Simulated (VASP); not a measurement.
# Na2BrF (P4/mmm) in VASP: a series of runs, part 2 of 3

VASP 6.6.1. Earlier steps stand in the parts before.

### Step 4. Single point, PBE

This run uses another cell than the first one, of 16.65 Å³/atom, 0.773 times its volume.

INCAR reads:

```
PREC = Accurate ; ENCUT = 520
EDIFF = 1E-7 ; ISMEAR = 0
SIGMA = 0.1 ; LREAL = F
LASPH = T ; NELM = 100
ALGO = Normal ; ISIF = 2
LWAVE = F ; LCHARG = F
GGA = PE ; NBANDS = 22
```

KPOINTS reads:

```
regular mesh
0
Gamma
  6 6 4
```

POSCAR reads:

```
Na2BrF
1.0
    3.6109790599      0.0000000000      0.0000000000
    0.0000000000      3.6109790599      0.0000000000
    0.0000000000      0.0000000000      5.1066955599
Na Br F
2 1 1
Direct
    0.0000000000      0.0000000000      0.0000000000
    0.5000000000      0.5000000000      0.5000000000
    0.5000000000      0.5000000000      0.0000000000
    0.0000000000      0.0000000000      0.5000000000
```

Potentials or basis: VASP PAW PBE potentials, release 64 (Na_pv, Br, F).

On the command line:

```console
$ cat potpaw_PBE.64/Na_pv/POTCAR potpaw_PBE.64/Br/POTCAR potpaw_PBE.64/F/POTCAR > POTCAR
$ mpirun -np 1 vasp_std > vasp.out
```

OUTCAR:

```text
PREC = Accurate
   ENCUT = 520
   EDIFF = 1E-7
   ISMEAR = 0
   LREAL = F
   LASPH = T
   NELM = 100
   ISIF = 2
   GGA = PE

 ion  position               nearest neighbor table
   1  0.000  0.000  0.000-   3 2.55   3 2.55   3 2.55   3 2.55
   2  0.500  0.500  0.500-   3 2.55   3 2.55
   3  0.500  0.500  0.000-   2 2.55   2 2.55   1 2.55   1 2.55   1 2.55   1 2.55
   4  0.000  0.000  0.500-

  LATTYP: Found a simple tetragonal cell.
 ALAT       =     3.6109790599
 C/A-ratio  =     1.4142135624

  Lattice vectors:

 A1 = (   3.6109790599,   0.0000000000,   0.0000000000)
 A2 = (   0.0000000000,   3.6109790599,   0.0000000000)
 A3 = (   0.0000000000,   0.0000000000,   5.1066955599)

Analysis of symmetry for initial positions (statically):
=====================================================================
 Subroutine PRICEL returns:
 Original cell was already a primitive cell.

 Routine SETGRP: Setting up the symmetry group for a
 simple tetragonal supercell.

 Subroutine GETGRP returns: Found 16 space group operations
 (whereof 16 operations were pure point group operations)
 out of a pool of 16 trial point group operations.

The static configuration has the point symmetry D_4h.

Analysis of symmetry for dynamics (positions and initial velocities):
=====================================================================
 Subroutine PRICEL returns:
 Original cell was already a primitive cell.

 Routine SETGRP: Setting up the symmetry group for a
 simple tetragonal supercell.

 Subroutine GETGRP returns: Found 16 space group operations
 (whereof 16 operations were pure point group operations)
 out of a pool of 16 trial point group operations.

The dynamic configuration has the point symmetry D_4h.

 Subroutine INISYM returns: Found 16 space group operations
 (whereof 16 operations are pure point group operations),
 and found     1 'primitive' translations

----------------------------------------------------------------------------------------

                                     Primitive cell

  volume of cell :      66.5871

  direct lattice vectors                    reciprocal lattice vectors
     3.610979060  0.000000000  0.000000000     0.276933204  0.000000000  0.000000000
     0.000000000  3.610979060  0.000000000     0.000000000  0.276933204  0.000000000
     0.000000000  0.000000000  5.106695560     0.000000000  0.000000000  0.195821346

  length of vectors
     3.610979060  3.610979060  5.106695560     0.276933204  0.276933204  0.195821346

  position of ions in fractional coordinates (direct lattice)
     0.000000000  0.000000000  0.000000000
     0.500000000  0.500000000  0.500000000
     0.500000000  0.500000000  0.000000000
     0.000000000  0.000000000  0.500000000

  ion indices of the primitive-cell ions
   primitive index   ion index
                 1           1
                 2           2
                 3           3
                 4           4

----------------------------------------------------------------------------------------

 KPOINTS: regular mesh

Automatic generation of k-mesh.
 Grid dimensions read from file:
 generate k-points for:    6    6    4

 Generating k-lattice:

  Cartesian coordinates                     Fractional coordinates (reciprocal lattice)
     0.046155534  0.000000000  0.000000000     0.166666667  0.000000000  0.000000000
     0.000000000  0.046155534  0.000000000     0.000000000  0.166666667  0.000000000
     0.000000000  0.000000000  0.048955337     0.000000000  0.000000000  0.250000000

  Length of vectors
     0.046155534  0.046155534  0.048955337

  Shift w.r.t. Gamma in fractional coordinates (k-lattice)
     0.000000000  0.000000000  0.000000000

 Subroutine IBZKPT returns following result:
 ===========================================

 Found     30 irreducible k-points:

 Following reciprocal coordinates:
            Coordinates               Weight
  0.000000  0.000000  0.000000      1.000000
  0.166667  0.000000  0.000000      4.000000
  0.333333  0.000000  0.000000      4.000000
  0.500000  0.000000  0.000000      2.000000
  0.166667  0.166667  0.000000      4.000000
  0.333333  0.166667  0.000000      8.000000
[... 16 lines left out ...]
  0.333333  0.000000  0.500000      4.000000
  0.500000  0.000000  0.500000      2.000000
 [... further k-points ...]
   k-points           NKPTS =     30   k-points in BZ     NKDIM =     30   number of bands    NBANDS=     22
   number of dos      NEDOS =    301   number of ions     NIONS =      4
   total plane-waves  NPLWV =  31360
   dimension x,y,z NGX =    28 NGY =   28 NGZ =   40
   dimension x,y,z NGXF=    56 NGYF=   56 NGZF=   80
   ions per type =               2   1   1
   NGX,Y,Z   is equivalent  to a cutoff of  12.89, 12.89, 13.02 a.u.
   NGXF,Y,Z  is equivalent  to a cutoff of  25.78, 25.78, 26.04 a.u.
 SYSTEM =  unknown system
   PREC   = accura    normal or accurate (medium, high low for compatibility)
   ISTART =      0    job   : 0-new  1-cont  2-samecut
   ICHARG =      2    charge: 1-file 2-atom 10-const
   ISPIN  =      1    spin polarized calculation?
   LNONCOLLINEAR =      F non collinear calculations
   LSORBIT =      F    spin-orbit coupling
   LASPH  =      T    aspherical Exc in radial PAW
   ENCUT  =  520.0 eV  38.22 Ry    6.18 a.u.   6.71  6.71  9.50*2*pi/ulx,y,z
   NELM   =    100;   NELMIN=  2; NELMDL= -5     # of ELM steps
   EDIFF  = 0.1E-06   stopping-criterion for ELM
   LREAL  =      F    real-space projection
   EDIFFG = 0.1E-05   stopping-criterion for IOM
   NSW    =      0    number of steps for IOM
   IBRION =     -1    ionic relax: 0-MD 1-quasi-New 2-CG
   NFREE  =      0    steps in history (QN), initial steepest desc. (CG)
   ISIF   =      2    stress and relaxation
   ISYM   =      2    0-nonsym 1-usesym 2-fastsym
   POTIM  = 0.5000    time-step for ionic-motion
   TEBEG  =    0.0;   TEEND  =   0.0 temperature during run
   PSTRESS=    0.0 pullay stress
   NELECT =      28.0000    total number of electrons
   NUPDOWN=      -1.0000    fix difference up-down
   EMIN   =  10.00;   EMAX   =-10.00  energy-range for DOS
   EFERMI =   0.00;   METHOD = LEGACY
   ISMEAR =     0;   SIGMA  =   0.10  broadening in eV -4-tet -1-fermi 0-gaus
   EFERMI_NEDOS =   21; number of points for ismear=-14 and -15
   IALGO  =     38    algorithm
   IMIX   =      4    mixing-type and parameters
     AMIX     =   0.40;   BMIX     =  1.00
     AMIX_MAG =   1.60;   BMIX_MAG =  1.00
  volume/ion in A,a.u.               =      16.65       112.34
  Fermi-wavevector in a.u.,A,eV,Ry     =   1.226491  2.317731 20.466959  1.504279
  Thomas-Fermi vector in A             =   2.361489
   LORBIT       =      0    0 simple, 1 ext, 2 COOP (PROOUT), +10 PAW based schemes
   GGA     = PE    functional components
   LHFCALC =     F    Hartree Fock is set to
   AEXX    =    0.0000 exact exchange contribution
   IVDW    =     0    specifies the selected vdW correction
   LEPSILON=     F    determine dielectric tensor
   LRPA    =     F    only Hartree local field effects (RPA)
 non-spin polarized calculation
 Gauss-broadening in eV      SIGMA  =   0.10
  energy-cutoff  :      520.00
  volume of cell :       66.59
 maximum number of plane-waves:      1868
 NGX is ok and might be reduce to    28
   NGX = 13   NGY = 13   NGZ = 19

 number of electron      28.0000041 magnetization

 Free energy of the ion-electron system (eV)
  ---------------------------------------------------
  ext. energy  EPLUGINS =         0.00000000
  ---------------------------------------------------
  free energy    TOTEN  =       -13.34998552 eV

  energy without entropy =      -13.34998552  energy(sigma->0) =      -13.34998552

 E-fermi :   0.4956     XC(G=0):  -9.0139

 val. band max:       -0.0424767993   @ k =   0.0000   0.0000   0.0000
 cond. band min:       5.2173897848   @ k =   0.0000   0.0000   0.0000
 fundamental gap:      5.2598665841
 Fermi energy:         0.4955525229

 k-point     1 :       0.0000    0.0000    0.0000
  band No.  band energies     occupation
      1     -20.8631      2.00000
      2     -20.8631      2.00000
      3     -20.8246      2.00000
      4     -20.7546      2.00000
      5     -20.6750      2.00000
      6     -20.6750      2.00000
[... 574 lines left out ...]
      6     -20.6716      2.00000
[... 14 lines left out ...]
     21      13.1544      0.00000
     22      15.0877      0.00000

 [... further k-points ...]

------------------------ aborting loop because EDIFF is reached ----------------------------------------

  FORCE on cell =-STRESS in cart. coord.  units (eV):
  Direction    XX          YY          ZZ          XY          YZ          ZX
  --------------------------------------------------------------------------------------
  -------------------------------------------------------------------------------------
  Total        4.9519832      4.9519832      4.3863049      0.0000000      0.0000000      0.0000000
  in kB      119.1515887    119.1515887    105.5405825      0.0000000      0.0000000      0.0000000
  external PRESSURE =     114.6145866 kB  Pullay stress =       0.0000000 kB

 VOLUME and BASIS-vectors are now :
 -----------------------------------------------------------------------------
  energy-cutoff  :      520.00
  volume of cell :       66.59
      direct lattice vectors                 reciprocal lattice vectors
     3.610979060  0.000000000  0.000000000     0.276933204  0.000000000  0.000000000
     0.000000000  3.610979060  0.000000000     0.000000000  0.276933204  0.000000000
     0.000000000  0.000000000  5.106695560     0.000000000  0.000000000  0.195821346

 POSITION                                       TOTAL-FORCE (eV/Angst)
 -----------------------------------------------------------------------------------
      0.00000      0.00000      0.00000         0.000000      0.000000      0.000000
      1.80549      1.80549      2.55335         0.000000      0.000000      0.000000
      1.80549      1.80549      0.00000         0.000000      0.000000      0.000000
      0.00000      0.00000      2.55335         0.000000      0.000000      0.000000
 -----------------------------------------------------------------------------------
    total drift:                                0.000000      0.000000      0.000000

  FREE ENERGIE OF THE ION-ELECTRON SYSTEM (eV)
  ---------------------------------------------------
  free  energy   TOTEN  =       -13.3499855155 eV

  energy  without entropy=      -13.3499855155  energy(sigma->0) =      -13.34998552
```

OSZICAR:

```text
N       E                     dE             d eps       ncg     rms          rms(c)
DAV:   1     0.286614212013E+03    0.28661E+03   -0.14466E+04  1328   0.144E+03
DAV:   2     0.116344535996E+02   -0.27498E+03   -0.26089E+03  1370   0.409E+02
DAV:   3    -0.139441291453E+02   -0.25579E+02   -0.25366E+02  1620   0.123E+02
DAV:   4    -0.145342660714E+02   -0.59014E+00   -0.58979E+00  1464   0.199E+01
DAV:   5    -0.145437876491E+02   -0.95216E-02   -0.95213E-02  1590   0.257E+00    0.602E+00
DAV:   6    -0.134042029187E+02    0.11396E+01   -0.48320E+00  1678   0.121E+01    0.253E+00
DAV:   7    -0.133615543320E+02    0.42649E-01   -0.93000E-02  1390   0.238E+00    0.152E+00
DAV:   8    -0.133484895171E+02    0.13065E-01   -0.72081E-02  1646   0.302E+00    0.273E-01
DAV:   9    -0.133495913182E+02   -0.11018E-02   -0.72084E-03  1828   0.724E-01    0.119E-01
DAV:  10    -0.133499745758E+02   -0.38326E-03   -0.15725E-03  1578   0.262E-01    0.585E-02
DAV:  11    -0.133499566068E+02    0.17969E-04   -0.13247E-04  1858   0.957E-02    0.227E-02
DAV:  12    -0.133499853955E+02   -0.28789E-04   -0.34458E-05  1374   0.487E-02    0.608E-03
DAV:  13    -0.133499854615E+02   -0.66026E-07   -0.15345E-06  1698   0.147E-02    0.262E-03
DAV:  14    -0.133499855155E+02   -0.54058E-07   -0.30982E-07  1128   0.450E-03
   1 F= -.13349986E+02 E0= -.13349986E+02  d E =-.240371E-15
```

Wall time 38 s (1 thread of Intel Xeon Platinum 8259CL at 2.50GHz (Skylake/Cascade Lake), shared host); peak memory 0.2 GiB.

What came out:

* Free energy: -13.3500 eV
* Pressure: 11.5 GPa
* Band gap on the k mesh: 5.26 eV, direct

Stress tensor (GPa, compression positive):
```
11.92  0.00  0.00
 0.00 11.92  0.00
 0.00  0.00 10.55
```

A hybrid or GW would open this gap; PBE tends to underestimate it.

### Step 5. Single point, PBE

This run uses another cell than the first one, of 21.22 Å³/atom, 0.986 times its volume.

INCAR reads:

```
  PREC = Accurate
  ENCUT = 520
  EDIFF = 1E-6
  ISMEAR = 0
  SIGMA = 0.1
  LREAL = False
  LASPH = True
  NELM = 60
  ALGO = Normal
  ISIF = 2
  LWAVE = False
  LCHARG = False
  GGA = PE
  NBANDS = 22
```

KPOINTS reads:

```
Automatic mesh
0
Gamma
  6 6 4
```

POSCAR reads:

```
Na2BrF
1.0
    3.9302082713      0.0000000000      0.0000000000
    0.0000000000      3.9302082713      0.0000000000
    0.0000000000      0.0000000000      5.4955264014
Na Br F
2 1 1
Direct
    0.0000000000      0.0000000000      0.0000000000
    0.5000000000      0.5000000000      0.5000000000
    0.5000000000      0.5000000000      0.0000000000
    0.0000000000      0.0000000000      0.5000000000
```

Potentials or basis: VASP PAW PBE potentials, release 64 (Na_pv, Br, F).

On the command line:

```console
$ cat potpaw_PBE.64/Na_pv/POTCAR potpaw_PBE.64/Br/POTCAR potpaw_PBE.64/F/POTCAR > POTCAR
$ mpirun -np 1 vasp_std > vasp.out
```

OUTCAR:

```text
PREC = Accurate
   ENCUT = 520
   EDIFF = 1E-6
   ISMEAR = 0
   LREAL = False
   LASPH = True
   NELM = 60
   ISIF = 2
   GGA = PE

 ion  position               nearest neighbor table
   1  0.000  0.000  0.000-   3 2.78   3 2.78   3 2.78   3 2.78
   2  0.500  0.500  0.500-   3 2.75   3 2.75
   3  0.500  0.500  0.000-   2 2.75   2 2.75   1 2.78   1 2.78   1 2.78   1 2.78
   4  0.000  0.000  0.500-

  LATTYP: Found a simple tetragonal cell.
 ALAT       =     3.9302082713
 C/A-ratio  =     1.3982786718

  Lattice vectors:

 A1 = (   3.9302082713,   0.0000000000,   0.0000000000)
 A2 = (   0.0000000000,   3.9302082713,   0.0000000000)
 A3 = (   0.0000000000,   0.0000000000,   5.4955264014)

Analysis of symmetry for initial positions (statically):
=====================================================================
 Subroutine PRICEL returns:
 Original cell was already a primitive cell.

 Routine SETGRP: Setting up the symmetry group for a
 simple tetragonal supercell.

 Subroutine GETGRP returns: Found 16 space group operations
 (whereof 16 operations were pure point group operations)
 out of a pool of 16 trial point group operations.

The static configuration has the point symmetry D_4h.

Analysis of symmetry for dynamics (positions and initial velocities):
=====================================================================
 Subroutine PRICEL returns:
 Original cell was already a primitive cell.

 Routine SETGRP: Setting up the symmetry group for a
 simple tetragonal supercell.

 Subroutine GETGRP returns: Found 16 space group operations
 (whereof 16 operations were pure point group operations)
 out of a pool of 16 trial point group operations.

The dynamic configuration has the point symmetry D_4h.

 Subroutine INISYM returns: Found 16 space group operations
[... 117 lines left out ...]
   EFERMI_NEDOS =   21; number of points for ismear=-14 and -15
   IALGO  =     38    algorithm
   IMIX   =      4    mixing-type and parameters
     AMIX     =   0.40;   BMIX     =  1.00
     AMIX_MAG =   1.60;   BMIX_MAG =  1.00
  volume/ion in A,a.u.               =      21.22       143.21
  Fermi-wavevector in a.u.,A,eV,Ry     =   1.131134  2.137533 17.408164  1.279464
  Thomas-Fermi vector in A             =   2.267832
   LORBIT       =      0    0 simple, 1 ext, 2 COOP (PROOUT), +10 PAW based schemes
   GGA     = PE    functional components
   LHFCALC =     F    Hartree Fock is set to
   AEXX    =    0.0000 exact exchange contribution
   IVDW    =     0    specifies the selected vdW correction
   LEPSILON=     F    determine dielectric tensor
   LRPA    =     F    only Hartree local field effects (RPA)
 non-spin polarized calculation
 Gauss-broadening in eV      SIGMA  =   0.10
  energy-cutoff  :      520.00
  volume of cell :       84.89
 maximum number of plane-waves:      2308
 NGX is ok and might be reduce to    30
   NGX = 15   NGY = 15   NGZ = 21

 number of electron      28.0000020 magnetization

 Free energy of the ion-electron system (eV)
  ---------------------------------------------------
  ext. energy  EPLUGINS =         0.00000000
  ---------------------------------------------------
  free energy    TOTEN  =       -13.90873406 eV

  energy without entropy =      -13.90873406  energy(sigma->0) =      -13.90873406

 E-fermi :  -1.0254     XC(G=0):  -7.9535

 val. band max:       -1.4844855795   @ k =   0.0000   0.0000   0.0000
 cond. band min:       3.0261532290   @ k =   0.0000   0.0000   0.0000
 fundamental gap:      4.5106388085
 Fermi energy:        -1.0254333538

 k-point     1 :       0.0000    0.0000    0.0000
  band No.  band energies     occupation
      1     -22.5325      2.00000
      2     -22.5325      2.00000
      3     -22.5189      2.00000
      4     -22.4779      2.00000
      5     -22.4530      2.00000
      6     -22.4530      2.00000
[... 589 lines left out ...]
     21      10.7059      0.00000
     22      12.3190      0.00000

 [... further k-points ...]

------------------------ aborting loop because EDIFF is reached ----------------------------------------

  FORCE on cell =-STRESS in cart. coord.  units (eV):
  Direction    XX          YY          ZZ          XY          YZ          ZX
  --------------------------------------------------------------------------------------
  -------------------------------------------------------------------------------------
  Total        0.1929928      0.1929928      0.1534307      0.0000000      0.0000000      0.0000000
  in kB        3.6425989      3.6425989      2.8958930      0.0000000      0.0000000      0.0000000
  external PRESSURE =       3.3936970 kB  Pullay stress =       0.0000000 kB

 VOLUME and BASIS-vectors are now :
 -----------------------------------------------------------------------------
  energy-cutoff  :      520.00
  volume of cell :       84.89
      direct lattice vectors                 reciprocal lattice vectors
     3.930208271  0.000000000  0.000000000     0.254439442  0.000000000  0.000000000
     0.000000000  3.930208271  0.000000000     0.000000000  0.254439442  0.000000000
     0.000000000  0.000000000  5.495526401     0.000000000  0.000000000  0.181966190

 POSITION                                       TOTAL-FORCE (eV/Angst)
 -----------------------------------------------------------------------------------
      0.00000      0.00000      0.00000         0.000000      0.000000      0.000000
      1.96510      1.96510      2.74776         0.000000      0.000000      0.000000
      1.96510      1.96510      0.00000         0.000000      0.000000      0.000000
      0.00000      0.00000      2.74776         0.000000      0.000000      0.000000
 -----------------------------------------------------------------------------------
    total drift:                                0.000000      0.000000      0.000000

  FREE ENERGIE OF THE ION-ELECTRON SYSTEM (eV)
  ---------------------------------------------------
  free  energy   TOTEN  =       -13.9087340633 eV

  energy  without entropy=      -13.9087340633  energy(sigma->0) =      -13.90873406
```

Run time: 42 s. Hardware: 1 thread of Intel Xeon Platinum 8259CL at 2.50GHz (Skylake/Cascade Lake), shared host; peak memory 0.21 GiB.

Results:

* Free energy: -13.9087 eV
* Pressure: 0.3 GPa
* Band gap on the k mesh: 4.51 eV, direct

Levels at points of the mesh, in eV from the valence-band top:
| k point | band 11 | band 12 | band 13 | band 14 | band 15 | band 16 | band 17 | band 18 |
| --- | --- | --- | --- | --- | --- | --- | --- | --- |
| (0.00, 0.00, 0.00) | -0.46 | -0.04 | 0.00 | 0.00 | 4.51 | 7.77 | 8.01 | 10.81 |
| (0.50, 0.00, 0.00) | -0.66 | -0.42 | -0.20 | -0.19 | 7.15 | 8.25 | 8.36 | 9.17 |
| (0.50, 0.50, 0.00) | -0.67 | -0.36 | -0.36 | -0.33 | 7.05 | 8.56 | 8.56 | 8.72 |
| (0.00, 0.00, 0.50) | -0.26 | -0.26 | -0.22 | -0.22 | 6.39 | 6.84 | 8.28 | 10.40 |
| (0.50, 0.00, 0.50) | -0.20 | -0.20 | -0.19 | -0.18 | 6.52 | 7.81 | 9.42 | 10.68 |
| (0.50, 0.50, 0.50) | -0.90 | -0.55 | -0.55 | -0.41 | 7.68 | 8.14 | 8.14 | 10.97 |

(Continued in part 3 of 3.)
